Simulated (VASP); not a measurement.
A run of VASP 6.6.1 is set up as follows.

INCAR

```
ALGO = Normal ; EDIFF = 1E-7
EDIFFG = -0.01 ; ENCUT = 500
GGA = PE ; GGA_COMPAT = F
IBRION = 2 ; ISIF = 3
ISMEAR = 0 ; LASPH = T
LCHARG = F ; LREAL = F
LWAVE = F ; NELM = 120
NELMIN = 4 ; NSW = 100
PREC = Accurate ; SIGMA = 0.1
```

Contents of KPOINTS:

```
k-points
0
Gamma
  18 18 4
```

File POSCAR:

```
Si2Ge
1.0
    2.8686108506      0.0000000000      0.0000000000
   -1.4343054253      2.4842898701      0.0000000000
    0.0000000000      0.0000000000     13.7035452353
Si Ge
4 2
Direct
    0.3333333333      0.6666666667      0.0000000000
    0.6666666667      0.3333333333      0.8454701587
    0.6666666667      0.3333333333      0.1545298413
    0.6666666667      0.3333333333      0.5000000000
    0.3333333333      0.6666666667      0.6703326603
    0.3333333333      0.6666666667      0.3296673397
```

Potentials or basis: VASP PAW PBE potentials, release 64 (Si, Ge_d).

Command:

```sh
$ cat potpaw_PBE.64/Si/POTCAR potpaw_PBE.64/Ge_d/POTCAR > POTCAR
$ mpirun -np 1 vasp_std > vasp.out
```

Estimate the space group after relaxing (to 0.1 Å).

P-6m2 (No. 187).

What does it give for the relaxed cell?

a = 2.822 Å, b = 2.822 Å, c = 14.163 Å, α = 90.00°, β = 90.00°, γ = 120.00°.

Estimate the relaxed volume.

16.27 Å³/atom.

Forces on the atoms (eV/Å):
```
Si   0.000  0.000  0.000
Si   0.000  0.000 -0.002
Si   0.000  0.000  0.002
Si   0.000  0.000  0.000
Ge   0.000  0.000  0.009
Ge   0.000  0.000 -0.009
```

Caveat: the highest band is partly filled, so the run has too few bands.
